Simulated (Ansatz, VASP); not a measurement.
# TiAl3: VASP beside Ansatz

```
Ti Al
1.0
     0.00000   -3.94834    0.00000
     0.00000    0.00000   -3.94834
    12.34503    0.00000    0.00000
Ti Al
3 9
Direct
  0.00000 0.00000 0.23986
  0.00000 0.00000 0.55969
  0.00000 0.00000 0.87952
  0.50000 0.00000 0.07994
  0.50000 0.00000 0.39977
  0.50000 0.00000 0.71961
  0.00000 0.50000 0.07994
  0.00000 0.50000 0.39977
  0.00000 0.50000 0.71961
  0.50000 0.50000 0.87952
  0.50000 0.50000 0.23986
  0.50000 0.50000 0.55969
```

Alike in both runs: task single point; functional PBEsol; k mesh 12 × 12 × 4; occupations gaussian, width 0.15 eV; no spin polarisation.

```csv
,VASP,Ansatz
version,VASP 6.6.1,Ansatz 0.2.0
potentials or method,"VASP PAW PBE potentials, release 64 (Ti_sv, Al), cutoff 520 eV","scalar-relativistic, plane waves, PAW"
valence electrons in the cell,63,63
```

```tsv
	VASP	Ansatz	Ansatz less VASP
gap on the k mesh at the Fermi level (eV)	none	none	-
pressure (GPa)	-2.7	-2.7	-0.02
traceless stress, the component that is largest in VASP (GPa)	-2.13	-2.11	+0.017
rms of the force components (eV/Å)	0.325	0.323	-0.0021
```

VASP's potentials were made for PBE, not for PBEsol. Atom by atom the forces differ by 0.002 eV/Å (rms over components). A gap of «none» marks a metal or a gap that the smearing closes. The functional is the same, so the differences come from potentials, cutoffs and numerics.
